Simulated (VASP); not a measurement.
## Nb2B3C: single point with PBE

The system is Nb2B3C.

```
CELL_PARAMETERS angstrom
4.71067 0.00000 0.00000
-2.35534 4.07956 0.00000
0.00000 0.00000 3.36929
ATOMIC_POSITIONS crystal
Nb 0.33333 0.66667 0.00000
Nb 0.66667 0.33333 0.00000
B 0.50000 0.00000 0.50000
B 0.00000 0.50000 0.50000
B 0.50000 0.50000 0.50000
C 0.00000 0.00000 0.00000
```

The cell was generated, and may not be a known phase.

* Program: VASP 6.6.1
* Task: single point
* Functional: PBE
* Potentials or basis: VASP PAW PBE potentials, release 64 (Nb_sv, B, C)
* Cutoff: 520 eV
* k mesh: 6 × 6 × 6
* Occupations: gaussian, width 0.1 eV
* Spin: no spin polarisation
* Dipole correction: no
* Further INCAR settings: ALGO = Normal; EDIFF = 1e-06; NBANDS = 28

```json
{
 "Pressure": "32.1 GPa",
 "Band gap on the k mesh": "zero (an odd number of electrons rules out a gap without spin polarisation)"
}
```

Stress tensor (GPa, compression positive):
```
23.81  0.00  0.00
 0.00 23.81  0.00
 0.00  0.00 48.67
```

Levels at points of the mesh, in eV from the Fermi level:
```tsv
k point	band 17	band 18	band 19	band 20	band 21	band 22	band 23	band 24
(0.00, 0.00, 0.00)	-3.26	-0.41	-0.21	1.93	1.93	2.23	2.23	2.49
(0.50, 0.00, 0.00)	-2.51	-1.53	-1.13	0.98	1.35	1.60	2.35	2.93
(0.00, 0.00, 0.50)	-2.58	-2.07	-1.35	-1.35	-0.22	1.25	3.69	4.60
(0.50, 0.00, 0.50)	-1.23	-1.12	-1.07	-0.44	0.70	2.14	2.37	2.89
```

Wall time 27 s on 1 thread of Intel(R) Xeon(R) 6975P-C (Granite Rapids), with other jobs on the host, peak memory 0.21 GiB.

Caveat: the stress differs along the axes, from 24 to 49 GPa; an odd number of electrons without spin polarisation forces a metal; a magnetic or distorted state may lie lower.
